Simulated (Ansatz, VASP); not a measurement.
**LiF in VASP and in Ansatz**

The input INCAR:

```
PREC = Accurate ; ENCUT = 520
EDIFF = 1E-6 ; ISMEAR = 0
SIGMA = 0.05 ; LREAL = False
LASPH = True ; NELM = 80
ALGO = Normal ; ISIF = 2
LWAVE = False ; LCHARG = False
GGA = PE ; NBANDS = 18
```

File KPOINTS:

```
regular mesh
0
Gamma
  9 9 6
```

File POSCAR:

```
LiF
1.0
    3.1427330808      0.0000000000      0.0000000000
   -1.5713665404      2.7216866853      0.0000000000
    0.0000000000      0.0000000000      4.8495514170
Li F
2 2
Direct
    0.3333333333      0.6666666667      0.4014716674
    0.6666666667      0.3333333333      0.9014716674
    0.3333333333      0.6666666667      0.9939266766
    0.6666666667      0.3333333333      0.4939266766
```

Input for Ansatz:

```yaml
crystal:
  lattice:
    - [3.1427330808, 0.0, 0.0]
    - [-1.5713665404, 2.7216866853, 0.0]
    - [0.0, 0.0, 4.849551417]
  atoms:
    - { symbol: Li, position: [0.3333333333, 0.6666666667, 0.4014716674] }
    - { symbol: Li, position: [0.6666666667, 0.3333333333, 0.9014716674] }
    - { symbol: F, position: [0.3333333333, 0.6666666667, 0.9939266766] }
    - { symbol: F, position: [0.6666666667, 0.3333333333, 0.4939266766] }
basis:
  ecutwfc: 520.0
kpoints:
  mp_grid: { grid: [9, 9, 6] }
hamiltonian:
  xc: pbe
scf:
  occupations: { method: gaussian, width: 0.05 }
output:
  forces: true
  stress: true
  eigenvalues: true
```

Alike in both runs: task single point; functional PBE; k mesh 9 × 9 × 6; occupations gaussian, width 0.05 eV; no spin polarisation.

```csv
,VASP,Ansatz
version,VASP 6.6.1,Ansatz 0.2.0
potentials or method,"VASP PAW PBE potentials, release 64 (Li_sv, F), cutoff 520 eV","scalar-relativistic, plane waves, PAW"
valence electrons in the cell,20,20
```

|  | VASP | Ansatz | Ansatz less VASP |
| --- | --- | --- | --- |
| gap on the k mesh at the Fermi level (eV) | 7.47 | 7.49 | +0.012 |
| least direct gap on the mesh (eV) | 7.47 | 7.49 | +0.012 |
| rms of the force components (eV/Å) | 0.094 | 0.091 | -0.0031 |

Atom by atom the forces differ by 0.003 eV/Å (rms over components). With one functional, cell and mesh, what is left measures potentials, basis and numerics.

Noted on VASP's run: the cutoff is short for stress, so the pressure is rough.
